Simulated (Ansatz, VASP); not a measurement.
# Two plane-wave programs on BaO

The input INCAR:

```
PREC     = Accurate       # precision mode
ENCUT    = 520            # plane-wave cutoff, eV
EDIFF    = 1E-8           # SCF threshold, eV
ISMEAR   = -1             # smearing method
SIGMA    = 0.02           # smearing width, eV
LREAL    = F              # projectors in reciprocal space
LASPH    = T              # aspherical terms in the spheres
NELM     = 120            # most SCF steps
ALGO     = Normal         # electronic algorithm
ISIF     = 2              # what is computed and relaxed
LWAVE    = F              # write WAVECAR
LCHARG   = F              # write CHGCAR
GGA      = PE             # functional
LEFG     = T            
NBANDS   = 15             # bands
GGA_COMPAT= F
```

The input KPOINTS:

```
regular mesh
0
Gamma
  9 9 9
```

The input POSCAR:

```
BaO
1.0
    0.0000000000      2.7950899812      2.7950899812
    2.7950899812      0.0000000000      2.7950899812
    2.7950899812      2.7950899812      0.0000000000
Ba O
1 1
Direct
    0.0000000000      0.0000000000      0.0000000000
    0.5000000000      0.5000000000      0.5000000000
```

Input for Ansatz:

```yaml
crystal:
  lattice:
    - [0.0, 2.7950899812, 2.7950899812]
    - [2.7950899812, 0.0, 2.7950899812]
    - [2.7950899812, 2.7950899812, 0.0]
  atoms:
    - { symbol: Ba, position: [0.0, 0.0, 0.0] }
    - { symbol: O, position: [0.5, 0.5, 0.5] }
kpoints:
  mp_grid: { grid: [9, 9, 9] }
scf:
  occupations: { method: fermi_dirac, width: 0.02 }
hamiltonian:
  xc: pbe
  pseudopotentials: { kind: paw }
output:
  forces: true
  stress: true
  eigenvalues: true
  efg: { contact_densities: true }
```

Change from the starting cell: volume scaled by 1.05, PAW files.

Alike in both runs: task electric field gradients; functional PBE; k mesh 9 × 9 × 9; occupations fermi-dirac, width 0.02 eV; no spin polarisation.

|  | VASP | Ansatz |
| --- | --- | --- |
| version | VASP 6.6.1 | Ansatz 0.2.0 |
| potentials or method | VASP PAW PBE potentials, release 64 (Ba_sv, O) | PAW with Ansatz's default frozen-core files, scalar-relativistic |
| plane-wave cutoff (eV) | 520 | 420 |
| valence electrons in the cell | 16 | 16 |

```csv
,VASP,Ansatz,Ansatz less VASP
gap on the k mesh at the Fermi level (eV),2.14,2.20,+0.061
pressure (GPa),0.9,-0.6,-1.52
```

Neither program's run includes spin-orbit coupling.
